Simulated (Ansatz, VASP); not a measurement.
**One calculation of Rh, two programs**

```xyz
2
Lattice="2.8883 0.0000 0.0000 -1.4441 2.5013 0.0000 0.0000 0.0000 4.3848" Properties=species:S:1:pos:R:3 pbc="T T T"
Rh    1.4441    0.8338    3.2886
Rh    0.0000    1.6675    1.0962
```

Change from the starting cell: strain +0.0600 x Voigt [1, 1, 0, 0, 0, 0], atoms carried along.

Alike in both runs: task single point; functional PBE; k mesh 24 × 24 × 14; occupations gaussian, width 0.15 eV; no spin polarisation.

|  | VASP | Ansatz |
| --- | --- | --- |
| version | VASP 6.6.1 | Ansatz 0.2.0 |
| potentials or method | VASP PAW PBE potentials, release 64 (Rh_pv), cutoff 520 eV | scalar-relativistic, plane waves, PAW |
| valence electrons in the cell | 30 | 34 |

```csv
,VASP,Ansatz,Ansatz less VASP
gap on the k mesh at the Fermi level (eV),none,none,-
pressure (GPa),-20.8,-20.8,+0.01
"traceless stress, the component that is largest in VASP (GPa)",5.10,5.07,-0.033
```

A gap of «none» marks a metal or a gap that the smearing closes. The functional is the same, so the differences come from potentials, cutoffs and numerics. VASP's potentials hold 30 valence electrons a cell and Ansatz's 34, so a difference there can come from the potentials and not from the codes.
